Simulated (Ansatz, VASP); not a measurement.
# One calculation of InP, two programs

File INCAR:

```
SYSTEM = InP
PREC = Accurate
ENCUT = 520
EDIFF = 1E-6
ISMEAR = -1
SIGMA = 0.05
LREAL = .FALSE.
LASPH = .TRUE.
NELM = 100
ALGO = Normal
ISIF = 2
LWAVE = .FALSE.
LCHARG = .FALSE.
GGA = CA
NBANDS = 16
```

File KPOINTS:

```
Automatic mesh
0
G
  8 8 8
  0 0 0
```

Contents of POSCAR:

```
InP
1.0
    0.0000000000      2.8706770916      2.8706770916
    2.8706770916      0.0000000000      2.8706770916
    2.8706770916      2.8706770916      0.0000000000
In P
1 1
Direct
    0.0000000000      0.0000000000      0.0000000000
    0.7500000000      0.7500000000      0.7500000000
```

File input.yaml:

```yaml
crystal:
  lattice:
    - [0.0, 2.8706770916, 2.8706770916]
    - [2.8706770916, 0.0, 2.8706770916]
    - [2.8706770916, 2.8706770916, 0.0]
  atoms:
    - { symbol: In, position: [0.0, 0.0, 0.0] }
    - { symbol: P, position: [0.75, 0.75, 0.75] }
kpoints:
  mp_grid: { grid: [8, 8, 8] }
scf:
  occupations: { method: fermi_dirac, width: 0.05 }
hamiltonian:
  xc: lda
  pseudopotentials: { kind: all_electron, lapw: { basis_error: 0.001 } }
output:
  forces: true
  stress: true
  eigenvalues: true
```

Change from the starting cell: volume scaled by 0.94.

Alike in both runs: task single point; functional LDA; k mesh 8 × 8 × 8; occupations fermi-dirac, width 0.05 eV; no spin polarisation.

```csv
,VASP,Ansatz
version,VASP 6.6.1,Ansatz 0.2.0
potentials or method,"VASP PAW LDA potentials, release 64 (In_d, P), cutoff 520 eV","all-electron LAPW, scalar-relativistic"
```

VASP gave:

* gap on the k mesh at the Fermi level (eV): 0.84
* least direct gap on the mesh (eV): 0.84
* pressure (GPa): 3.5

Q: Which values does Ansatz return?

A: gap on the k mesh at the Fermi level (eV): 0.81; least direct gap on the mesh (eV): 0.81; pressure (GPa): 3.5.

LDA's correlation is that of Perdew and Zunger in VASP and of Perdew and Wang (1992) in Ansatz. Ansatz ran all-electron here, and VASP with PAW potentials.
